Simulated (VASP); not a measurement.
# Be2C (Fm-3m) in VASP: further runs

The runs below take Be2C through vibrations by perturbation theory, with PBEsol.

Everything below comes from runs of VASP 6.6.1. Logs are shortened: lines on timing, memory, paths and dates and some standing lists are left out, and cuts for length are marked.

## (1) The cell of the first run

It takes space group Fm-3m (No. 225, cubic). Conventional cell: a = 4.284 Å, b = 4.284 Å, c = 4.284 Å, α = 90.00°, β = 90.00°, γ = 90.00°. Be (site symmetry -43m) has 4 C at 1.85 Å and 6 Be at 2.14 Å within 2.5 Å. C (site symmetry m-3m) has 8 Be at 1.85 Å within 2.5 Å.

## (2) Vibrations by perturbation theory, PBEsol

The input, INCAR:

```
ALGO = Normal
EDIFF = 1E-8
ENCUT = 600
GGA = PS
GGA_COMPAT = False
IBRION = 8
ISIF = 2
ISMEAR = 0
LASPH = True
LCHARG = True
LREAL = False
LWAVE = False
NBANDS = 11
NELM = 120
NSW = 1
PREC = Accurate
SIGMA = 0.01
```

The input, KPOINTS:

```
k-points
0
Gamma
  10 10 10
```

The input, POSCAR:

```
Be2C
1.0
    2.1418602377      2.1418602377      0.0000000000
   -2.1418602377      2.1418602377      0.0000000000
    0.0000000000      2.1418602377      2.1418602377
Be C
2 1
Direct
    0.2500000000      0.7500000000      0.5000000000
    0.7500000000      0.2500000000      0.5000000000
    0.0000000000      0.0000000000      0.0000000000
```

Potentials or basis: VASP PAW PBE potentials, release 64 (Be, C).

The run is started by

```
$ cat potpaw_PBE.64/Be/POTCAR potpaw_PBE.64/C/POTCAR > POTCAR
$ mpirun -np 1 vasp_std > vasp.out
```

OUTCAR:

```text
EDIFF = 1E-8
   ENCUT = 600
   GGA = PS
   IBRION = 8
   ISIF = 2
   ISMEAR = 0
   LASPH = True
   LREAL = False
   NELM = 120
   NSW = 1
   PREC = Accurate

 ion  position               nearest neighbor table
   1  0.250  0.750  0.500-   3 1.85   3 1.85   3 1.85   3 1.85   2 2.14   2 2.14   2 2.14   2 2.14
                             2 2.14   2 2.14
   2  0.750  0.250  0.500-   3 1.85   3 1.85   3 1.85   3 1.85   1 2.14   1 2.14   1 2.14   1 2.14
                             1 2.14   1 2.14
   3  0.000  0.000  0.000-   1 1.85   2 1.85   1 1.85   2 1.85   2 1.85   1 1.85   2 1.85   1 1.85

  LATTYP: Found a face centered cubic cell.
 ALAT       =     4.2837204754

  Lattice vectors:

 A1 = (   0.0000000000,   2.1418602377,   2.1418602377)
 A2 = (   2.1418602377,   0.0000000000,   2.1418602377)
 A3 = (   2.1418602377,   2.1418602377,   0.0000000000)

Analysis of symmetry for initial positions (statically):
=====================================================================
 Subroutine PRICEL returns:
 Original cell was already a primitive cell.

 Routine SETGRP: Setting up the symmetry group for a
 face centered cubic supercell.

 Subroutine GETGRP returns: Found 48 space group operations
 (whereof 48 operations were pure point group operations)
 out of a pool of 48 trial point group operations.

The static configuration has the point symmetry O_h .

Analysis of symmetry for dynamics (positions and initial velocities):
=====================================================================
 Subroutine PRICEL returns:
 Original cell was already a primitive cell.

 Routine SETGRP: Setting up the symmetry group for a
 face centered cubic supercell.

 Subroutine GETGRP returns: Found 48 space group operations
 (whereof 48 operations were pure point group operations)
 out of a pool of 48 trial point group operations.

The dynamic configuration has the point symmetry O_h .

 Subroutine INISYM returns: Found 48 space group operations
 (whereof 48 operations are pure point group operations),
 and found     1 'primitive' translations

----------------------------------------------------------------------------------------

                                     Primitive cell

  volume of cell :      19.6518

  direct lattice vectors                    reciprocal lattice vectors
     2.141860238  2.141860238  0.000000000     0.233441936  0.233441936 -0.233441936
    -2.141860238  2.141860238  0.000000000    -0.233441936  0.233441936 -0.233441936
     0.000000000  2.141860238  2.141860238     0.000000000  0.000000000  0.466883872

  length of vectors
     3.029047797  3.029047797  3.029047797     0.404333293  0.404333293  0.466883872

  position of ions in fractional coordinates (direct lattice)
     0.250000000  0.750000000  0.500000000
     0.750000000  0.250000000  0.500000000
     0.000000000  0.000000000  0.000000000

  ion indices of the primitive-cell ions
   primitive index   ion index
                 1           1
                 2           2
                 3           3

----------------------------------------------------------------------------------------

 KPOINTS: k-points

Automatic generation of k-mesh.
 Grid dimensions read from file:
 generate k-points for:   10   10   10

 Generating k-lattice:

  Cartesian coordinates                     Fractional coordinates (reciprocal lattice)
     0.023344194  0.023344194 -0.023344194     0.100000000  0.000000000  0.000000000
    -0.023344194  0.023344194 -0.023344194     0.000000000  0.100000000  0.000000000
[... 94 lines left out ...]
   NGX = 13   NGY = 13   NGZ = 13

--------------------------------------- Ionic step        1  -------------------------------------------

 number of electron       8.0000000 magnetization

 Free energy of the ion-electron system (eV)
  ---------------------------------------------------
  ext. energy  EPLUGINS =         0.00000000
  ---------------------------------------------------
  free energy    TOTEN  =       -18.40653417 eV

  energy without entropy =      -18.40653417  energy(sigma->0) =      -18.40653417

 E-fermi :   8.0960     XC(G=0): -11.6374

 val. band max:        8.0043336191   @ k =   0.0000   0.0000   0.0000
 cond. band min:       9.0778654162   @ k =   0.5000   0.5000   0.0000
 fundamental gap:      1.0735317970
 Fermi energy:         8.0959728361

 k-point     1 :       0.0000    0.0000    0.0000
  band No.  band energies     occupation
      1      -7.2636      2.00000
      2       8.0043      2.00000
      3       8.0043      2.00000
      4       8.0043      2.00000
      5      12.1470      0.00000
      6      12.1470      0.00000
      7      12.1470      0.00000
      8      15.0623      0.00000
      9      21.3344      0.00000
     10      21.3344      0.00000
     11      21.3344      0.00000
[... 309 lines left out ...]
 k-point    24 :       0.4000    0.3000    0.0000
  band No.  band energies     occupation
      1      -3.5259      2.00000
      2       0.3408      2.00000
      3       2.2737      2.00000
      4       4.2599      2.00000
      5      11.7997      0.00000
      6      17.5523      0.00000
      7      18.0970      0.00000
      8      18.9777      0.00000
      9      20.7471      0.00000
     10      21.2967      0.00000
     11      25.7628      0.00000

 [... further k-points ...]
[... 5 lines left out ...]
  --------------------------------------------------------------------------------------
  -------------------------------------------------------------------------------------
  Total        0.5651856      0.5651856      0.5651856      0.0000000      0.0000000     -0.0000000
  in kB       46.0784991     46.0784991     46.0784991      0.0000000      0.0000000     -0.0000000
  external PRESSURE =      46.0784991 kB  Pullay stress =       0.0000000 kB

 VOLUME and BASIS-vectors are now :
 -----------------------------------------------------------------------------
  energy-cutoff  :      600.00
  volume of cell :       19.65
      direct lattice vectors                 reciprocal lattice vectors
     2.141860238  2.141860238  0.000000000     0.233441936  0.233441936 -0.233441936
    -2.141860238  2.141860238  0.000000000    -0.233441936  0.233441936 -0.233441936
     0.000000000  2.141860238  2.141860238     0.000000000  0.000000000  0.466883872

 POSITION                                       TOTAL-FORCE (eV/Angst)
 -----------------------------------------------------------------------------------
     -1.07093      3.21279      1.07093         0.000000      0.000000     -0.000000
      1.07093      3.21279      1.07093        -0.000000     -0.000000      0.000000
      0.00000      0.00000      0.00000        -0.000000     -0.000000      0.000000
 -----------------------------------------------------------------------------------
    total drift:                                0.000000     -0.000000      0.000000

  FREE ENERGIE OF THE ION-ELECTRON SYSTEM (eV)
  ---------------------------------------------------
  free  energy   TOTEN  =       -18.4065341682 eV

  energy  without entropy=      -18.4065341682  energy(sigma->0) =      -18.40653417

[... ionic steps 2 to 9 ...]

--------------------------------------- Ionic step       10  -------------------------------------------

 Free energy of the ion-electron system (eV)
  ---------------------------------------------------
  ---------------------------------------------------
  free energy    TOTEN  =        -0.12606781 eV

  energy without entropy =       -0.12606781

------------------------ aborting loop because EDIFF is reached ----------------------------------------

 INTERNAL STRAIN TENSOR  FOR ION    3  DIRECTION 1   (eV/Angst):
 -----------------------------------------------------------------------------
     0.02785  0.00000 -0.00000
     0.00000 -0.01679  0.00000
     0.00000  0.00000 -0.01679

 INTERNAL STRAIN TENSOR FOR ION    3 for displacements in x,y,z  (eV/Angst):
          X           Y           Z          XY          YZ          ZX
  --------------------------------------------------------------------------------
  x     0.00000     0.00000     0.00000     0.00000     0.00000     0.00000
  y     0.00000     0.00000     0.00000     0.00000     0.00000     0.00000
  z     0.00000     0.00000     0.00000     0.00000     0.00000     0.00000

 SECOND DERIVATIVES (NOT SYMMETRIZED)
 ------------------------------------
               1X          1Y          1Z          2X          2Y          2Z          3X          3Y          3Z
  1X   -11.810069    0.000000   -0.000000    5.696906   -0.000000    0.000000    6.113163    0.000000    0.000000
  1Y    -0.000000  -11.810069    0.000000    0.000000    5.696906   -0.000000    0.000000    6.113163    0.000000
  1Z    -0.000000   -0.000000  -11.810069   -0.000000   -0.000000    5.696906    0.000000    0.000000    6.113163
  2X     5.696906   -0.000000    0.000000  -11.810069    0.000000   -0.000000    6.113163    0.000000    0.000000
  2Y     0.000000    5.696906   -0.000000   -0.000000  -11.810069    0.000000    0.000000    6.113163    0.000000
  2Z    -0.000000   -0.000000    5.696906   -0.000000   -0.000000  -11.810069    0.000000    0.000000    6.113163
  3X     6.113072    0.000000    0.000000    6.113072    0.000000    0.000000  -12.226144   -0.000000    0.000000
  3Y     0.000000    6.113072    0.000000    0.000000    6.113072    0.000000    0.000000  -12.226144   -0.000000
  3Z     0.000000    0.000000    6.113072    0.000000    0.000000    6.113072   -0.000000   -0.000000  -12.226144

 Eigenvectors and eigenvalues of the dynamical matrix
 ----------------------------------------------------

   1 f  =   21.788212 THz   136.899376 2PiTHz  726.776537 cm-1    90.108766 meV
             X         Y         Z           dx          dy          dz
     -1.070930  3.212790  1.070930     0.005118    0.079960   -0.702553
      1.070930  3.212790  1.070930    -0.005118   -0.079960    0.702553
      0.000000  0.000000  0.000000    -0.000000    0.000000    0.000000
[... 43 lines left out ...]
   9 f/i=    0.000075 THz     0.000468 2PiTHz    0.002486 cm-1     0.000308 meV
             X         Y         Z           dx          dy          dz
     -1.070930  3.212790  1.070930    -0.049358   -0.545550    0.000000
      1.070930  3.212790  1.070930    -0.049358   -0.545550   -0.000000
      0.000000  0.000000  0.000000    -0.056979   -0.629786    0.000000

--------------------------------------------------------------------------------------------------------

 ELASTIC MODULI CONTR FROM IONIC RELAXATION (kBar)
 Direction    XX          YY          ZZ          XY          YZ          ZX
 --------------------------------------------------------------------------------
 XX          -0.0000      0.0000      0.0000      0.0000     -0.0000      0.0000
 YY           0.0000     -0.0000     -0.0000      0.0000      0.0000      0.0000
 ZZ           0.0000     -0.0000     -0.0000     -0.0000      0.0000      0.0000
 XY           0.0000      0.0000     -0.0000    -12.3689     -0.0000     -0.0000
 YZ          -0.0000      0.0000      0.0000     -0.0000    -12.3689      0.0000
 ZX           0.0000      0.0000      0.0000     -0.0000      0.0000    -12.3689
 --------------------------------------------------------------------------------
```

Wall time 35 s (1 thread of Intel Xeon 6975P-C (Granite Rapids), shared host); peak memory 0.22 GiB.

Results:

```yaml
Highest_phonon_frequency_at_Γ: 727 cm⁻¹
```

Phonon frequencies in cm⁻¹ (negative: imaginary):
```
              q point                    frequencies
(0.000, 0.000, 0.000)  0 0 0 679 679 679 727 727 727
```

Caveat: the cell stands under pressure or tension, which shifts response properties; the PAW data sets were made with another functional, which shifts forces and pressure a little.

(Continued in part 2 of 3.)
